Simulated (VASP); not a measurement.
Write the native input for VASP 6.6.1 that does the following.

```
Task                   : single point
Functional             : PBE
Potentials or basis    : VASP PAW PBE potentials, release 64 (Ba_sv, S)
Cutoff                 : 520 eV
k mesh                 : 4 × 4 × 4
Occupations            : gaussian, width 0.01 eV
Spin                   : no spin polarisation
Dipole correction      : no
Further INCAR settings : ALGO = Normal; EDIFF = 1e-06; NBANDS = 15
```

The structure of BaS lies in POSCAR:

```
BaS
1.0
   -0.0080294897      3.2117958731      3.2117958731
    3.2117958731     -0.0080294897      3.2117958731
    3.2037663835      3.2037663835      0.0000000000
Ba S
1 1
Direct
    0.0000000000      0.0000000000      0.0000000000
    0.5000000000      0.5000000000      0.5000000000
```

This cell differs from its parent crystal: shear xy strain -0.5%.

These files were run (other wordings do the same):

INCAR

```
PREC     = Accurate       # precision mode
ENCUT    = 520            # plane-wave cutoff, eV
EDIFF    = 1E-6           # SCF threshold, eV
ISMEAR   = 0              # smearing method
SIGMA    = 0.01           # smearing width, eV
LREAL    = F              # projectors in reciprocal space
LASPH    = T              # aspherical terms in the spheres
NELM     = 60             # most SCF steps
ALGO     = Normal         # electronic algorithm
ISIF     = 2              # what is computed and relaxed
LWAVE    = F              # write WAVECAR
LCHARG   = F              # write CHGCAR
GGA      = PE             # functional
NBANDS   = 15             # bands
```

KPOINTS

```
Automatic mesh
0
Gamma
  4 4 4
```

Potentials or basis: VASP PAW PBE potentials, release 64 (Ba_sv, S).

Run with:

```bash
$ cat potpaw_PBE.64/Ba_sv/POTCAR potpaw_PBE.64/S/POTCAR > POTCAR
$ mpirun -np 1 vasp_std > vasp.out
```

Results of the run:

```
Pressure               : 0.7 GPa
Band gap on the k mesh : 2.12 eV (least direct gap 2.27 eV)
```

Caveat: the k points lie up to 0.42 Å⁻¹ apart; the cell differs from its parent crystal (shear xy strain -0.5%); spin-orbit coupling is left out, which moves the levels of the heavy elements.

It took 29 s on 1 thread of Intel Xeon 8259CL (shared host), peak memory 0.21 GiB.
